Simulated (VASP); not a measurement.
KCd4Ir3, 8 atoms in the cell. Symmetry: R-3m, No. 166, trigonal system. The conventional cell has a = 4.302 Å, b = 4.302 Å, c = 34.552 Å, α = 90.00°, β = 90.00°, γ = 120.00°. Cd (site symmetry 3m) has 4 Ir at 2.55 to 3.08 Å and 3 Cd at 3.18 Å within 3.4 Å. Cd (site symmetry 3m) has 4 Ir at 2.55 to 2.72 Å and 6 Cd at 3.18 to 3.32 Å within 3.4 Å. Within 3.4 Å of Ir (site symmetry 3m) lie 4 Cd at 2.55 Å and 3 K at 3.26 Å. Ir (site symmetry -3m) has 8 Cd at 2.72 to 3.08 Å within 3.6 Å. K (site symmetry -3m) has 6 Ir at 3.26 Å and 6 Cd at 3.65 Å and 6 K at 4.30 Å within 4.4 Å. 

```yaml
Program: VASP 6.6.1
Task: single point
Functional: PBE
Potentials_or_basis: VASP PAW PBE potentials, release 64 (Cd, Ir, K_sv)
Cutoff: 520 eV
k_mesh: 5 × 5 × 5
Occupations: fermi-dirac, width 0.1 eV
Spin: no spin polarisation
Hubbard_terms: Ir d U = 3.0 eV
Dipole_correction: no
Further_INCAR_settings: ALGO = Normal; EDIFF = 1e-06; NBANDS = 52
```

Potentials or basis: VASP PAW PBE potentials, release 64 (Cd, Ir, K_sv).

Launch:

```sh
$ cat potpaw_PBE.64/Cd/POTCAR potpaw_PBE.64/Ir/POTCAR potpaw_PBE.64/K_sv/POTCAR > POTCAR
$ mpirun -np 1 vasp_std > vasp.out
```

Hardware: 1 thread of Intel(R) Xeon(R) 6975P-C (Granite Rapids), on a shared host.

Q: How long does it take, and how much memory?

A: It took 99 s on 1 thread of Intel(R) Xeon(R) 6975P-C (Granite Rapids), on a shared host, peak memory 0.39 GiB. Counts: scf iterations 17, k points 19.
